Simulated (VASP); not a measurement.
# ZnS (F-43m) in VASP: further runs, part 2 of 3

VASP 6.6.1. The steps go on from the part before.

### 3 Single point, PBEsol

This run uses another cell than the first one, of 17.83 Å³/atom, 1.066 times its volume.

INCAR reads:

```
PREC     = Accurate       # precision mode
ENCUT    = 520            # plane-wave cutoff, eV
EDIFF    = 1E-7           # SCF threshold, eV
ISMEAR   = 0              # smearing method
SIGMA    = 0.01           # smearing width, eV
LREAL    = F              # projectors in reciprocal space
LASPH    = T              # aspherical terms in the spheres
NELM     = 80             # most SCF steps
ALGO     = Normal         # electronic algorithm
ISIF     = 2              # what is computed and relaxed
LWAVE    = F              # write WAVECAR
LCHARG   = T              # write CHGCAR
GGA      = PS             # functional
LELF     = T              # ELF
LVHAR    = T            
NBANDS   = 16             # bands
```

KPOINTS reads:

```
regular mesh
0
Gamma
  8 8 8
```

POSCAR reads:

```
ZnS
1.0
    0.0000000000      2.6122375449      2.6122375449
    2.6122375449      0.0000000000      2.6122375449
    2.6122375449      2.6122375449      0.0000000000
Zn S
1 1
Direct
    0.7500000000      0.7500000000      0.7500000000
    0.0000000000      0.0000000000      0.0000000000
```

Potentials or basis: VASP PAW PBE potentials, release 64 (Zn, S).

Command:

```
cat potpaw_PBE.64/Zn/POTCAR potpaw_PBE.64/S/POTCAR > POTCAR
mpirun -np 1 vasp_std > vasp.out
```

OUTCAR:

```text
PREC = Accurate
   ENCUT = 520
   EDIFF = 1E-7
   ISMEAR = 0
   LREAL = F
   LASPH = T
   NELM = 80
   ISIF = 2
   GGA = PS

 ion  position               nearest neighbor table
   1  0.750  0.750  0.750-   2 2.26   2 2.26   2 2.26   2 2.26
   2  0.000  0.000  0.000-   1 2.26   1 2.26   1 2.26   1 2.26

  LATTYP: Found a face centered cubic cell.
 ALAT       =     5.2244750898

  Lattice vectors:

 A1 = (   0.0000000000,   2.6122375449,   2.6122375449)
 A2 = (   2.6122375449,   0.0000000000,   2.6122375449)
 A3 = (   2.6122375449,   2.6122375449,   0.0000000000)

Analysis of symmetry for initial positions (statically):
=====================================================================
 Subroutine PRICEL returns:
 Original cell was already a primitive cell.

 Routine SETGRP: Setting up the symmetry group for a
 face centered cubic supercell.

 Subroutine GETGRP returns: Found 24 space group operations
 (whereof 24 operations were pure point group operations)
 out of a pool of 48 trial point group operations.

The static configuration has the point symmetry T_d .

Analysis of symmetry for dynamics (positions and initial velocities):
=====================================================================
 Subroutine PRICEL returns:
 Original cell was already a primitive cell.

 Routine SETGRP: Setting up the symmetry group for a
 face centered cubic supercell.

 Subroutine GETGRP returns: Found 24 space group operations
 (whereof 24 operations were pure point group operations)
 out of a pool of 48 trial point group operations.

The dynamic configuration has the point symmetry T_d .

 Subroutine INISYM returns: Found 24 space group operations
 (whereof 24 operations are pure point group operations),
 and found     1 'primitive' translations

----------------------------------------------------------------------------------------

                                     Primitive cell

  volume of cell :      35.6507

  direct lattice vectors                    reciprocal lattice vectors
     0.000000000  2.612237545  2.612237545    -0.191406789  0.191406789  0.191406789
     2.612237545  0.000000000  2.612237545     0.191406789 -0.191406789  0.191406789
     2.612237545  2.612237545  0.000000000     0.191406789  0.191406789 -0.191406789

  length of vectors
     3.694261764  3.694261764  3.694261764     0.331526283  0.331526283  0.331526283

  position of ions in fractional coordinates (direct lattice)
     0.750000000  0.750000000  0.750000000
     0.000000000  0.000000000  0.000000000

  ion indices of the primitive-cell ions
   primitive index   ion index
                 1           1
                 2           2

----------------------------------------------------------------------------------------

 KPOINTS: regular mesh

Automatic generation of k-mesh.
 Grid dimensions read from file:
 generate k-points for:    8    8    8

 Generating k-lattice:

  Cartesian coordinates                     Fractional coordinates (reciprocal lattice)
    -0.023925849  0.023925849  0.023925849     0.125000000  0.000000000  0.000000000
     0.023925849 -0.023925849  0.023925849     0.000000000  0.125000000  0.000000000
     0.023925849  0.023925849 -0.023925849     0.000000000  0.000000000  0.125000000

  Length of vectors
     0.041440785  0.041440785  0.041440785

  Shift w.r.t. Gamma in fractional coordinates (k-lattice)
     0.000000000  0.000000000  0.000000000

 Subroutine IBZKPT returns following result:
 ===========================================

 Found     29 irreducible k-points:

 Following reciprocal coordinates:
            Coordinates               Weight
  0.000000  0.000000  0.000000      1.000000
  0.125000  0.000000  0.000000      8.000000
  0.250000  0.000000  0.000000      8.000000
  0.375000  0.000000  0.000000      8.000000
  0.500000  0.000000  0.000000      4.000000
  0.125000  0.125000  0.000000      6.000000
[... 16 lines left out ...]
  0.500000  0.250000  0.125000     48.000000
 -0.375000  0.250000  0.125000     24.000000
 [... further k-points ...]
   k-points           NKPTS =     29   k-points in BZ     NKDIM =     29   number of bands    NBANDS=     16
   number of dos      NEDOS =    301   number of ions     NIONS =      2
   total plane-waves  NPLWV =  21952
   dimension x,y,z NGX =    28 NGY =   28 NGZ =   28
   dimension x,y,z NGXF=    56 NGYF=   56 NGZF=   56
   ions per type =               1   1
   NGX,Y,Z   is equivalent  to a cutoff of  12.60, 12.60, 12.60 a.u.
   NGXF,Y,Z  is equivalent  to a cutoff of  25.20, 25.20, 25.20 a.u.
 SYSTEM =  unknown system
   PREC   = accura    normal or accurate (medium, high low for compatibility)
   ISTART =      0    job   : 0-new  1-cont  2-samecut
   ICHARG =      2    charge: 1-file 2-atom 10-const
   ISPIN  =      1    spin polarized calculation?
   LNONCOLLINEAR =      F non collinear calculations
   LSORBIT =      F    spin-orbit coupling
   LASPH  =      T    aspherical Exc in radial PAW
   ENCUT  =  520.0 eV  38.22 Ry    6.18 a.u.   6.87  6.87  6.87*2*pi/ulx,y,z
   NELM   =     80;   NELMIN=  2; NELMDL= -5     # of ELM steps
   EDIFF  = 0.1E-06   stopping-criterion for ELM
   LREAL  =      F    real-space projection
   EDIFFG = 0.1E-05   stopping-criterion for IOM
   NSW    =      0    number of steps for IOM
   IBRION =     -1    ionic relax: 0-MD 1-quasi-New 2-CG
   NFREE  =      0    steps in history (QN), initial steepest desc. (CG)
   ISIF   =      2    stress and relaxation
   ISYM   =      2    0-nonsym 1-usesym 2-fastsym
   POTIM  = 0.5000    time-step for ionic-motion
   TEBEG  =    0.0;   TEEND  =   0.0 temperature during run
   PSTRESS=    0.0 pullay stress
   NELECT =      18.0000    total number of electrons
   NUPDOWN=      -1.0000    fix difference up-down
   EMIN   =  10.00;   EMAX   =-10.00  energy-range for DOS
   EFERMI =   0.00;   METHOD = LEGACY
   ISMEAR =     0;   SIGMA  =   0.01  broadening in eV -4-tet -1-fermi 0-gaus
   EFERMI_NEDOS =   21; number of points for ismear=-14 and -15
   IALGO  =     38    algorithm
   IMIX   =      4    mixing-type and parameters
     AMIX     =   0.40;   BMIX     =  1.00
     AMIX_MAG =   1.60;   BMIX_MAG =  1.00
  volume/ion in A,a.u.               =      17.83       120.29
  Fermi-wavevector in a.u.,A,eV,Ry     =   1.303596  2.463439 23.121229  1.699362
  Thomas-Fermi vector in A             =   2.434588
   LORBIT       =      0    0 simple, 1 ext, 2 COOP (PROOUT), +10 PAW based schemes
   GGA     = PS    functional components
   LHFCALC =     F    Hartree Fock is set to
   AEXX    =    0.0000 exact exchange contribution
   IVDW    =     0    specifies the selected vdW correction
   LEPSILON=     F    determine dielectric tensor
   LRPA    =     F    only Hartree local field effects (RPA)
 non-spin polarized calculation
 Gauss-broadening in eV      SIGMA  =   0.01
  energy-cutoff  :      520.00
  volume of cell :       35.65
 maximum number of plane-waves:       982
   NGX = 13   NGY = 13   NGZ = 13

 number of electron      17.9999988 magnetization

 Free energy of the ion-electron system (eV)
  ---------------------------------------------------
  ext. energy  EPLUGINS =         0.00000000
  ---------------------------------------------------
  free energy    TOTEN  =        -7.52762438 eV

  energy without entropy =       -7.52762438  energy(sigma->0) =       -7.52762438

 E-fermi :   3.0800     XC(G=0): -10.3331

 val. band max:        3.0197716482   @ k =   0.0000   0.0000   0.0000
 cond. band min:       5.4469888949   @ k =   0.0000   0.0000   0.0000
 fundamental gap:      2.4272172467
 Fermi energy:         3.0800482506

 k-point     1 :       0.0000    0.0000    0.0000
  band No.  band energies     occupation
      1     -10.9024      2.00000
      2      -3.8233      2.00000
      3      -3.8233      2.00000
      4      -3.8233      2.00000
      5      -3.1972      2.00000
      6      -3.1972      2.00000
[... 8 lines left out ...]
     15      14.8677      0.00000
     16      15.2271      0.00000

 k-point     2 :       0.1250    0.0000    0.0000
  band No.  band energies     occupation
      1     -10.7619      2.00000
      2      -3.8337      2.00000
      3      -3.7974      2.00000
      4      -3.7974      2.00000
      5      -3.1998      2.00000
      6      -3.1998      2.00000
[... 8 lines left out ...]
     15      14.1930      0.00000
     16      15.9653      0.00000
[... 387 lines left out ...]
      5      -3.1809      2.00000
      6      -3.1193      2.00000
[... 8 lines left out ...]
     15      17.1991      0.00000
     16      17.6984      0.00000

 k-point    24 :      -0.3750    0.2500    0.1250
  band No.  band energies     occupation
      1      -9.5663      2.00000
      2      -3.6876      2.00000
      3      -3.6044      2.00000
      4      -3.3034      2.00000
      5      -3.1851      2.00000
      6      -2.8793      2.00000
[... 8 lines left out ...]
     15      16.7379      0.00000
     16      17.7163      0.00000

 [... further k-points ...]
[... 5 lines left out ...]
  --------------------------------------------------------------------------------------
  -------------------------------------------------------------------------------------
  Total        1.6141604      1.6141604      1.6141604     -0.0000000      0.0000000     -0.0000000
  in kB       72.5419598     72.5419598     72.5419598     -0.0000000      0.0000000     -0.0000000
  external PRESSURE =      72.5419598 kB  Pullay stress =       0.0000000 kB

 VOLUME and BASIS-vectors are now :
 -----------------------------------------------------------------------------
  energy-cutoff  :      520.00
  volume of cell :       35.65
      direct lattice vectors                 reciprocal lattice vectors
     0.000000000  2.612237545  2.612237545    -0.191406789  0.191406789  0.191406789
     2.612237545  0.000000000  2.612237545     0.191406789 -0.191406789  0.191406789
     2.612237545  2.612237545  0.000000000     0.191406789  0.191406789 -0.191406789

 POSITION                                       TOTAL-FORCE (eV/Angst)
 -----------------------------------------------------------------------------------
      3.91836      3.91836      3.91836        -0.000000      0.000000      0.000000
      0.00000      0.00000      0.00000         0.000000     -0.000000     -0.000000
 -----------------------------------------------------------------------------------
    total drift:                                0.000002      0.000002      0.000002

  FREE ENERGIE OF THE ION-ELECTRON SYSTEM (eV)
  ---------------------------------------------------
  free  energy   TOTEN  =        -7.5276243809 eV

  energy  without entropy=       -7.5276243809  energy(sigma->0) =       -7.52762438
```

Run time: 25 s. Hardware: 1 thread of Intel Xeon 8259CL, shared host; peak memory 0.16 GiB.

What came out:

```
Free energy            : -7.5276 eV
Pressure               : 7.3 GPa
Band gap on the k mesh : 2.43 eV, direct
```

Levels at points of the mesh, in eV from the valence-band top:
```tsv
k point	band 5	band 6	band 7	band 8	band 9	band 10	band 11	band 12	band 13	band 14
(0.00, 0.00, 0.00)	-6.22	-6.22	0.00	0.00	0.00	2.43	6.21	6.21	6.21	11.85
(0.50, 0.00, 0.00)	-6.18	-6.14	-5.92	-1.03	-1.03	3.38	6.75	6.75	9.04	12.47
(0.50, 0.50, 0.00)	-6.12	-5.97	-5.02	-2.64	-2.64	2.99	3.91	11.60	12.58	12.58
```

Caveat: the PAW data sets were made with another functional, which shifts forces and pressure a little.

(Continued in part 3 of 3.)
